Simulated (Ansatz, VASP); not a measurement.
**One calculation of Nb, two programs**

```
Nb
1.0
     0.00000    2.14283    2.14283
     2.14283    0.00000    2.14283
     2.14283    2.14283    0.00000
Nb
1
Cartesian
  0.0000 0.0000 0.0000
```

Alike in both runs: task single point; functional r2SCAN; k mesh 11 × 11 × 11; occupations fermi-dirac, width 0.05 eV; no spin polarisation.

```csv
,VASP,Ansatz
version,VASP 6.6.1,Ansatz 0.2.0
potentials or method,"VASP PAW PBE potentials, release 64 (Nb_sv)",Ansatz PAW
plane-wave cutoff (eV),520,500
valence electrons in the cell,13,13
```

|  | VASP | Ansatz | Ansatz less VASP |
| --- | --- | --- | --- |
| gap on the k mesh at the Fermi level (eV) | none | none | - |
| pressure (GPa) | -8.2 | -8.0 | +0.18 |

VASP's potentials were made for PBE, not for r2SCAN. A gap of «none» marks a metal or a gap that the smearing closes.
